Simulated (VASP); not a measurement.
Wanted: the native input for a VASP 6.6.1 run.

```yaml
Task: single point
Functional: LDA
Potentials_or_basis: VASP PAW LDA potentials, release 64 (Mo_sv)
Cutoff: 520 eV
k_mesh: 14 × 14 × 14
Occupations: methfessel-paxton, width 0.01 eV
Spin: no spin polarisation
Dipole_correction: no
Further_INCAR_settings: ALGO = Normal; EDIFF = 1e-07; NBANDS = 13
```

The structure of Mo lies in POSCAR:

```
Mo
1.0
   -1.5565618036      1.5565618036      1.5565618036
    1.5565618036     -1.5565618036      1.5565618036
    1.5565618036      1.5565618036     -1.5565618036
Mo
1
Direct
    0.0000000000      0.0000000000      0.0000000000
```

The input as run:

INCAR

```
SYSTEM = Mo
PREC = Accurate ; ENCUT = 520
EDIFF = 1E-7 ; ISMEAR = 1
SIGMA = 0.01 ; LREAL = .FALSE.
LASPH = .TRUE. ; NELM = 60
ALGO = Normal ; ISIF = 2
LWAVE = .FALSE. ; LCHARG = .FALSE.
NBANDS = 13
```

KPOINTS

```
Automatic mesh
0
G
  14 14 14
  0 0 0
```

Potentials or basis: VASP PAW LDA potentials, release 64 (Mo_sv).

Run with:

```sh
$ cat potpaw_LDA.64/Mo_sv/POTCAR > POTCAR
$ mpirun -np 1 vasp_std > vasp.out
```

It gave:

```
Pressure               : 1.3 GPa
Band gap on the k mesh : zero (band 7 reaches 17.25 eV, above the bottom of band 8 at 11.59 eV)
```

It took 12 s on 1 thread of Intel(R) Xeon(R) Platinum 8259CL CPU @ 2.50GHz (Skylake/Cascade Lake) (shared host), peak memory 0.13 GiB.
